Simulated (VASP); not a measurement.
# RhN2 (Pnnm) in VASP: further runs

RhN2 is run at these levels: LDA; tasks: single point.

Program: VASP 6.6.1. These are calculated values, not measurements. Logs are shortened: lines on timing, memory, paths and dates and some standing lists are left out, and cuts for length are marked.

## (1) The cell of the first run

It takes space group Pnnm (No. 58, orthorhombic). Conventional cell: a = 3.917 Å, b = 4.713 Å, c = 2.716 Å, α = 90.00°, β = 90.00°, γ = 90.00°. Rh (site symmetry 2/m) has 12 N at 2.01 to 2.82 Å and 2 Rh at 2.72 Å within 2.9 Å. N (site symmetry m) has 1 N at 1.24 Å within 1.7 Å.

## (2) Single point, LDA

Contents of INCAR:

```
PREC     = Accurate       # precision mode
ENCUT    = 520            # plane-wave cutoff, eV
EDIFF    = 1E-7           # SCF threshold, eV
ISMEAR   = 1              # smearing method
SIGMA    = 0.1            # smearing width, eV
LREAL    = False          # projectors in reciprocal space
LASPH    = True           # aspherical terms in the spheres
NELM     = 60             # most SCF steps
ALGO     = Normal         # electronic algorithm
ISIF     = 2              # what is computed and relaxed
LWAVE    = False          # write WAVECAR
LCHARG   = False          # write CHGCAR
NBANDS   = 34             # bands
```

Contents of KPOINTS:

```
regular mesh
0
Gamma
  6 5 8
```

Contents of POSCAR:

```
RhN2
1.0
    3.9170259811      0.0000000000      0.0000000000
    0.0000000000      4.7125425451      0.0000000000
    0.0000000000      0.0000000000      2.7162798741
Rh N
2 4
Direct
    0.5000000000      0.5000000000      0.5000000000
    0.0000000000      0.0000000000      0.0000000000
    0.3785140000      0.9149360000      0.5000000000
    0.6214860000      0.0850640000      0.5000000000
    0.1214860000      0.4149360000      0.0000000000
    0.8785140000      0.5850640000      0.0000000000
```

Potentials or basis: VASP PAW LDA potentials, release 64 (Rh_pv, N).

Started as:

```sh
cat potpaw_LDA.64/Rh_pv/POTCAR potpaw_LDA.64/N/POTCAR > POTCAR
mpirun -np 1 vasp_std > vasp.out
```

OUTCAR:

```text
PREC = Accurate
   ENCUT = 520
   EDIFF = 1E-7
   ISMEAR = 1
   LREAL = False
   LASPH = True
   NELM = 60
   ISIF = 2

 ion  position               nearest neighbor table
   1  0.500  0.500  0.500-   3 2.01   4 2.01   5 2.05   6 2.05   5 2.05   6 2.05   2 3.35   2 3.35
                             2 3.35   2 3.35   2 3.35   2 3.35   2 3.35   2 3.35
   2  0.000  0.000  0.000-   5 2.01   6 2.01   3 2.05   4 2.05   3 2.05   4 2.05   1 3.35   1 3.35
                             1 3.35   1 3.35   1 3.35   1 3.35   1 3.35   1 3.35
   3  0.379  0.915  0.500-   4 1.24   1 2.01   2 2.05   2 2.05
   4  0.621  0.085  0.500-   3 1.24   1 2.01   2 2.05   2 2.05
   5  0.121  0.415  0.000-   6 1.24   2 2.01   1 2.05   1 2.05
   6  0.879  0.585  0.000-   5 1.24   2 2.01   1 2.05   1 2.05

  LATTYP: Found a simple orthorhombic cell.
 ALAT       =     2.7162798741
 B/A-ratio  =     1.4420553708
 C/A-ratio  =     1.7349252520

  Lattice vectors:

 A1 = (   0.0000000000,   0.0000000000,   2.7162798741)
 A2 = (   3.9170259811,   0.0000000000,   0.0000000000)
 A3 = (   0.0000000000,   4.7125425451,   0.0000000000)

Analysis of symmetry for initial positions (statically):
=====================================================================
 Subroutine PRICEL returns:
 Original cell was already a primitive cell.

 Routine SETGRP: Setting up the symmetry group for a
 simple orthorhombic supercell.

 Subroutine GETGRP returns: Found  8 space group operations
 (whereof  4 operations were pure point group operations)
 out of a pool of  8 trial point group operations.

The static configuration has the point symmetry C_2h.
 The point group associated with its full space group is D_2h.

Analysis of symmetry for dynamics (positions and initial velocities):
=====================================================================
 Subroutine PRICEL returns:
 Original cell was already a primitive cell.

 Routine SETGRP: Setting up the symmetry group for a
 simple orthorhombic supercell.

 Subroutine GETGRP returns: Found  8 space group operations
 (whereof  4 operations were pure point group operations)
 out of a pool of  8 trial point group operations.

The dynamic configuration has the point symmetry C_2h.
 The point group associated with its full space group is D_2h.

 Subroutine INISYM returns: Found  8 space group operations
 (whereof  4 operations are pure point group operations),
 and found     1 'primitive' translations

----------------------------------------------------------------------------------------

                                     Primitive cell

  volume of cell :      50.1402

  direct lattice vectors                    reciprocal lattice vectors
     3.917025981  0.000000000  0.000000000     0.255295728  0.000000000  0.000000000
     0.000000000  4.712542545  0.000000000     0.000000000  0.212199676  0.000000000
     0.000000000  0.000000000  2.716279874     0.000000000  0.000000000  0.368150576

  length of vectors
     3.917025981  4.712542545  2.716279874     0.255295728  0.212199676  0.368150576

  position of ions in fractional coordinates (direct lattice)
     0.500000000  0.500000000  0.500000000
     0.000000000  0.000000000  0.000000000
     0.378514000  0.914936000  0.500000000
     0.621486000  0.085064000  0.500000000
     0.121486000  0.414936000  0.000000000
     0.878514000  0.585064000  0.000000000

  ion indices of the primitive-cell ions
   primitive index   ion index
                 1           1
                 2           2
                 3           3
                 4           4
                 5           5
                 6           6

----------------------------------------------------------------------------------------

 KPOINTS: regular mesh

Automatic generation of k-mesh.
 Grid dimensions read from file:
 generate k-points for:    6    5    8

 Generating k-lattice:

  Cartesian coordinates                     Fractional coordinates (reciprocal lattice)
     0.042549288  0.000000000  0.000000000     0.166666667  0.000000000  0.000000000
     0.000000000  0.042439935  0.000000000     0.000000000  0.200000000  0.000000000
     0.000000000  0.000000000  0.046018822     0.000000000  0.000000000  0.125000000

  Length of vectors
     0.042549288  0.042439935  0.046018822

  Shift w.r.t. Gamma in fractional coordinates (k-lattice)
     0.000000000  0.000000000  0.000000000

 Subroutine IBZKPT returns following result:
 ===========================================

 Found     60 irreducible k-points:

 Following reciprocal coordinates:
            Coordinates               Weight
  0.000000  0.000000  0.000000      1.000000
  0.166667  0.000000  0.000000      2.000000
  0.333333  0.000000  0.000000      2.000000
  0.500000  0.000000  0.000000      1.000000
  0.000000  0.200000  0.000000      2.000000
  0.166667  0.200000  0.000000      4.000000
[... 16 lines left out ...]
  0.333333  0.400000  0.125000      8.000000
[... 57 lines left out ...]
   NGX = 15   NGY = 17   NGZ = 11

 number of electron      50.0000005 magnetization

 Free energy of the ion-electron system (eV)
  ---------------------------------------------------
  ext. energy  EPLUGINS =         0.00000000
  ---------------------------------------------------
  free energy    TOTEN  =       -52.71999668 eV

  energy without entropy =      -52.71864143  energy(sigma->0) =      -52.71954493

 E-fermi :  10.9463     XC(G=0): -14.0499

 val. band max:       10.9291168564   @ k =   0.0000   0.2000   0.5000
 cond. band min:      10.9531453581   @ k =   0.3333   0.4000   0.2500
 fundamental gap:      0.0240285017
 Fermi energy:        10.9462547913

 k-point     1 :       0.0000    0.0000    0.0000
  band No.  band energies     occupation
      1     -36.2848      2.00000
      2     -36.2697      2.00000
      3     -36.1278      2.00000
      4     -36.1100      2.00000
      5     -36.0816      2.00000
      6     -36.0361      2.00000
[... 26 lines left out ...]
     33      20.0473      0.00000
     34      22.1496      0.00000

 k-point     2 :       0.1667    0.0000    0.0000
  band No.  band energies     occupation
      1     -36.2849      2.00000
      2     -36.2710      2.00000
      3     -36.1264      2.00000
      4     -36.1110      2.00000
      5     -36.0807      2.00000
      6     -36.0404      2.00000
[... 26 lines left out ...]
     33      21.0790      0.00000
     34      21.1910      0.00000

 k-point     3 :       0.3333    0.0000    0.0000
  band No.  band energies     occupation
      1     -36.2839      2.00000
      2     -36.2749      2.00000
      3     -36.1228      2.00000
      4     -36.1139      2.00000
      5     -36.0758      2.00000
      6     -36.0516      2.00000
[... 26 lines left out ...]
     33      21.1215      0.00000
     34      22.2800      0.00000

 k-point     4 :       0.5000    0.0000    0.0000
  band No.  band energies     occupation
      1     -36.2802      2.00000
      2     -36.2802      2.00000
      3     -36.1182      2.00000
      4     -36.1182      2.00000
      5     -36.0653      2.00000
      6     -36.0653      2.00000
[... 26 lines left out ...]
     33      21.5342      0.00000
     34      21.5342      0.00000

 k-point     5 :       0.0000    0.2000    0.0000
  band No.  band energies     occupation
      1     -36.2821      2.00000
      2     -36.2695      2.00000
      3     -36.1261      2.00000
      4     -36.1117      2.00000
      5     -36.0794      2.00000
      6     -36.0423      2.00000
[... 621 lines left out ...]
 k-point    22 :       0.1667    0.4000    0.1250
  band No.  band energies     occupation
      1     -36.2717      2.00000
      2     -36.2669      2.00000
      3     -36.1801      2.00000
      4     -36.1757      2.00000
      5     -36.0621      2.00000
      6     -36.0504      2.00000
[... 26 lines left out ...]
     33      22.3339      0.00000
     34      22.9638      0.00000

 k-point    23 :       0.3333    0.4000    0.1250
  band No.  band energies     occupation
      1     -36.2779      2.00000
      2     -36.2743      2.00000
      3     -36.1785      2.00000
      4     -36.1758      2.00000
      5     -36.0576      2.00000
      6     -36.0504      2.00000
[... 26 lines left out ...]
     33      21.5720      0.00000
     34      21.8851      0.00000

 k-point    24 :       0.5000    0.4000    0.1250
  band No.  band energies     occupation
      1     -36.2795      2.00000
      2     -36.2795      2.00000
      3     -36.1767      2.00000
      4     -36.1767      2.00000
      5     -36.0529      2.00000
      6     -36.0529      2.00000
[... 26 lines left out ...]
     33      21.1931      0.00000
     34      21.1931      0.00000

 [... further k-points ...]

------------------------ aborting loop because EDIFF is reached ----------------------------------------

  FORCE on cell =-STRESS in cart. coord.  units (eV):
  Direction    XX          YY          ZZ          XY          YZ          ZX
  --------------------------------------------------------------------------------------
  -------------------------------------------------------------------------------------
  Total        9.8365172      8.6415514      4.3678790     -0.0000000      0.0000000      0.0000000
  in kB      314.3154198    276.1315616    139.5709164     -0.0000000      0.0000000      0.0000000
  external PRESSURE =     243.3392993 kB  Pullay stress =       0.0000000 kB

 VOLUME and BASIS-vectors are now :
 -----------------------------------------------------------------------------
  energy-cutoff  :      520.00
  volume of cell :       50.14
      direct lattice vectors                 reciprocal lattice vectors
     3.917025981  0.000000000  0.000000000     0.255295728  0.000000000  0.000000000
     0.000000000  4.712542545  0.000000000     0.000000000  0.212199676  0.000000000
     0.000000000  0.000000000  2.716279874     0.000000000  0.000000000  0.368150576

 POSITION                                       TOTAL-FORCE (eV/Angst)
 -----------------------------------------------------------------------------------
      1.95851      2.35627      1.35814         0.000000      0.000000      0.000000
      0.00000      0.00000      0.00000         0.000000      0.000000      0.000000
      1.48265      4.31167      1.35814        -2.043772     -1.619943     -0.000000
      2.43438      0.40087      1.35814         2.043772      1.619943      0.000000
      0.47586      1.95540      0.00000         2.043772     -1.619943      0.000000
      3.44116      2.75714      0.00000        -2.043772      1.619943     -0.000000
 -----------------------------------------------------------------------------------
    total drift:                               -0.000000      0.000000     -0.000000

  FREE ENERGIE OF THE ION-ELECTRON SYSTEM (eV)
  ---------------------------------------------------
  free  energy   TOTEN  =       -52.7199966786 eV

  energy  without entropy=      -52.7186414310  energy(sigma->0) =      -52.71954493
```

Run time: 40 s. Hardware: 1 thread of AMD EPYC 9R45 (Zen 5), shared host; peak memory 0.16 GiB.

Results:

```
Free energy            : -52.7200 eV
Pressure               : 24.3 GPa
Largest force          : 2.608 eV/Å
Band gap on the k mesh : zero (bands 25 and 26 overlap by 2.52 eV)
```

Forces in eV/Å, atoms in the order of the input:
```
Rh   0.000  0.000  0.000
Rh   0.000  0.000  0.000
N   -2.044 -1.620  0.000
N    2.044  1.620  0.000
N    2.044 -1.620  0.000
N   -2.044  1.620  0.000
```

Levels at points of the mesh, in eV from the Fermi level:
| k point | band 22 | band 23 | band 24 | band 25 | band 26 | band 27 | band 28 | band 29 |
| --- | --- | --- | --- | --- | --- | --- | --- | --- |
| (0.00, 0.00, 0.00) | -3.04 | -2.18 | -2.12 | -1.74 | -1.45 | 3.23 | 5.12 | 5.17 |
| (0.50, 0.00, 0.00) | -2.26 | -1.71 | -1.71 | 0.54 | 0.54 | 2.10 | 2.10 | 3.75 |
| (0.00, 0.00, 0.50) | -2.40 | -0.07 | -0.07 | 0.11 | 0.11 | 2.10 | 2.10 | 3.42 |
| (0.50, 0.00, 0.50) | -3.30 | -2.02 | -2.02 | 0.74 | 0.74 | 3.61 | 3.61 | 6.18 |

Caveat: the standard files for N, O and F lose accuracy on very short bonds; the cell stands under pressure; forces of over 1 eV/Å act on the atoms, so gaps and moduli don't describe the material at rest.

## (3) Single point, LDA

This run uses another cell than the first one, of 8.74 Å³/atom.

Contents of INCAR:

```
SYSTEM = RhN2
PREC = Accurate
ENCUT = 520
EDIFF = 1E-6
ISMEAR = 1
SIGMA = 0.1
LREAL = .False.
LASPH = .True.
NELM = 80
ALGO = Normal
ISIF = 2
LWAVE = .False.
LCHARG = .False.
GGA = CA
NBANDS = 34
```

Contents of KPOINTS:

```
regular mesh
0
Gamma
  6 5 8
  0 0 0
```

POSCAR: that of step 2 with these lines changed.

```diff
@@ -2,5 +2,5 @@
 1.0
-    3.9170259811      0.0000000000      0.0000000000
-    0.0000000000      4.7125425451      0.0000000000
-    0.0000000000      0.0000000000      2.7162798741
+    3.9754976759      0.0000000000      0.0000000000
+    0.0000000000      4.7828893722      0.0000000000
+    0.0000000000      0.0000000000      2.7568273426
 Rh N
```

Potentials or basis: VASP PAW LDA potentials, release 64 (Rh_pv, N).

Started as:

```sh
cat potpaw_LDA.64/Rh_pv/POTCAR potpaw_LDA.64/N/POTCAR > POTCAR
mpirun -np 1 vasp_std > vasp.out
```

It took 40 s on 1 thread of AMD EPYC 9R45 (Zen 5), shared host; peak memory 0.17 GiB.

It converged, with:

| Quantity | Value |
| --- | --- |
| Free energy | -52.9357 eV |
| Pressure | 6.2 GPa |
| Largest force | 1.647 eV/Å |
| Band gap on the k mesh | zero (bands 25 and 26 overlap by 2.35 eV) |

Forces on the atoms (eV/Å):
```
Rh   0.000  0.000  0.000
Rh   0.000  0.000  0.000
N   -1.322 -0.982  0.000
N    1.322  0.982  0.000
N    1.322 -0.982  0.000
N   -1.322  0.982  0.000
```

Stress tensor (GPa, compression positive):
```
9.83 0.00 0.00
0.00 7.87 0.00
0.00 0.00 1.04
```

Levels at points of the mesh, in eV from the Fermi level:
| k point | band 21 | band 22 | band 23 | band 24 | band 25 | band 26 | band 27 | band 28 | band 29 | band 30 |
| --- | --- | --- | --- | --- | --- | --- | --- | --- | --- | --- |
| (0.00, 0.00, 0.00) | -3.28 | -2.84 | -2.06 | -1.96 | -1.62 | -1.35 | 2.97 | 4.89 | 4.92 | 6.04 |
| (0.50, 0.00, 0.00) | -2.09 | -2.09 | -1.61 | -1.61 | 0.51 | 0.51 | 2.05 | 2.05 | 3.56 | 3.56 |
| (0.00, 0.00, 0.50) | -2.22 | -2.22 | -0.07 | -0.07 | 0.14 | 0.14 | 1.90 | 1.90 | 3.24 | 3.24 |
| (0.50, 0.00, 0.50) | -3.08 | -3.08 | -1.88 | -1.88 | 0.68 | 0.68 | 3.35 | 3.35 | 5.88 | 5.88 |

Caveat: the cell stands under pressure; forces of over 1 eV/Å act on the atoms, so gaps and moduli don't describe the material at rest.

## (4) Single point, LDA

This run uses another cell than the first one, of 9.12 Å³/atom.

Contents of INCAR:

```
ALGO = Normal ; EDIFF = 1E-6
ENCUT = 520 ; ISIF = 2
ISMEAR = 1 ; LASPH = T
LCHARG = F ; LREAL = F
LWAVE = F ; NBANDS = 34
NELM = 60 ; PREC = Accurate
SIGMA = 0.1
```

Contents of KPOINTS:

```
k-points
0
Gamma
  6 5 8
```

POSCAR: that of step 3 with these lines changed.

```diff
@@ -2,5 +2,5 @@
 1.0
-    3.9754976759      0.0000000000      0.0000000000
-    0.0000000000      4.7828893722      0.0000000000
-    0.0000000000      0.0000000000      2.7568273426
+    4.0322981739      0.0000000000      0.0000000000
+    0.0000000000      4.8512255958      0.0000000000
+    0.0000000000      0.0000000000      2.7962159120
 Rh N
```

Started as:

```sh
cat potpaw_LDA.64/Rh_pv/POTCAR potpaw_LDA.64/N/POTCAR > POTCAR
mpirun -np 1 vasp_std > vasp.out
```

It took 38 s on 1 thread of AMD EPYC 9R45 (Zen 5), shared host; peak memory 0.17 GiB.

Results (log left out):

```
Free energy            : -52.9226 eV
Pressure               : -8.0 GPa
Largest force          : 0.800 eV/Å
Band gap on the k mesh : zero (bands 25 and 26 overlap by 2.20 eV)
```

Forces in eV/Å, atoms in the order of the input:
```
Rh   0.000  0.000  0.000
Rh   0.000  0.000  0.000
N   -0.681 -0.419  0.000
N    0.681  0.419  0.000
N    0.681 -0.419  0.000
N   -0.681  0.419  0.000
```

Stress tensor (GPa, compression positive):
```
-7.26  0.00  0.00
 0.00 -7.67  0.00
 0.00  0.00 -8.96
```

Levels at points of the mesh, in eV from the Fermi level:
| k point | band 23 | band 24 | band 25 | band 26 | band 27 | band 28 |
| --- | --- | --- | --- | --- | --- | --- |
| (0.00, 0.00, 0.00) | -1.96 | -1.83 | -1.51 | -1.26 | 2.74 | 4.67 |
| (0.50, 0.00, 0.00) | -1.52 | -1.52 | 0.49 | 0.49 | 2.01 | 2.01 |
| (0.00, 0.00, 0.50) | -0.08 | -0.08 | 0.17 | 0.17 | 1.72 | 1.72 |
| (0.50, 0.00, 0.50) | -1.75 | -1.75 | 0.62 | 0.62 | 3.12 | 3.12 |

Caveat: the cell stands under tension.

## (5) Single point, LDA

This run uses another cell than the first one, of 9.50 Å³/atom.

Contents of INCAR:

```
PREC = Accurate
ENCUT = 520
EDIFF = 1E-6
ISMEAR = 1
SIGMA = 0.1
LREAL = F
LASPH = T
NELM = 60
ALGO = Normal
ISIF = 2
LWAVE = F
LCHARG = F
NBANDS = 34
```

Contents of KPOINTS:

```
Automatic mesh
0
Gamma
  6 5 8
```

POSCAR: that of step 4 with these lines changed.

```diff
@@ -2,5 +2,5 @@
 1.0
-    4.0322981739      0.0000000000      0.0000000000
-    0.0000000000      4.8512255958      0.0000000000
-    0.0000000000      0.0000000000      2.7962159120
+    4.0875420000      0.0000000000      0.0000000000
+    0.0000000000      4.9176890000      0.0000000000
+    0.0000000000      0.0000000000      2.8345250000
 Rh N
```

Started as:

```sh
cat potpaw_LDA.64/Rh_pv/POTCAR potpaw_LDA.64/N/POTCAR > POTCAR
mpirun -np 1 vasp_std > vasp.out
```

Run time: 40 s. Hardware: 1 thread of AMD EPYC 9R45 (Zen 5), shared host; peak memory 0.18 GiB.

Results (log left out):

* Free energy: -52.7301 eV
* Pressure: -19.1 GPa
* Largest force: 0.135 eV/Å
* Band gap on the k mesh: zero (bands 25 and 26 overlap by 2.06 eV)

Forces on the atoms (eV/Å):
```
Rh   0.000  0.000  0.000
Rh   0.000  0.000  0.000
N   -0.110  0.078  0.000
N    0.110 -0.078  0.000
N    0.110  0.078  0.000
N   -0.110 -0.078  0.000
```

Stress tensor (GPa, compression positive):
```
-20.75   0.00   0.00
  0.00 -19.88   0.00
  0.00   0.00 -16.65
```

Levels at points of the mesh, in eV from the Fermi level:
| k point | band 23 | band 24 | band 25 | band 26 | band 27 | band 28 |
| --- | --- | --- | --- | --- | --- | --- |
| (0.00, 0.00, 0.00) | -1.85 | -1.70 | -1.41 | -1.18 | 2.53 | 4.48 |
| (0.50, 0.00, 0.00) | -1.44 | -1.44 | 0.47 | 0.47 | 1.96 | 1.96 |
| (0.00, 0.00, 0.50) | -0.08 | -0.08 | 0.20 | 0.20 | 1.56 | 1.56 |
| (0.50, 0.00, 0.50) | -1.63 | -1.63 | 0.57 | 0.57 | 2.91 | 2.91 |

Caveat: the cell stands under tension.

## (6) Overview

```csv
cell,gap on the mesh (eV),pressure (GPa),largest force (eV/Å)
"a = 3.917, b = 4.713, c = 2.716 Å, 6 atoms",none,24.3,2.61
"a = 3.975, b = 4.783, c = 2.757 Å, 6 atoms",none,6.2,1.65
"a = 4.032, b = 4.851, c = 2.796 Å, 6 atoms",none,-8.0,0.80
"a = 4.088, b = 4.918, c = 2.835 Å, 6 atoms",none,-19.1,0.13
```

Alike in all rows: task single point; level LDA; potentials or basis VASP PAW LDA potentials, release 64 (Rh_pv, N); no spin polarisation; k mesh 6 × 5 × 8; cutoff (eV) 520; smearing methfessel-paxton 0.1 eV.

Caveats: the cell stands under pressure (at least some runs); forces of over 1 eV/Å act on the atoms, so gaps and moduli don't describe the material at rest (at least some runs); the cell stands under tension (at least some runs); the standard files for N, O and F lose accuracy on very short bonds (at least some runs).

Total energies depend on the potentials used, so only differences within one code and one set of settings carry meaning.
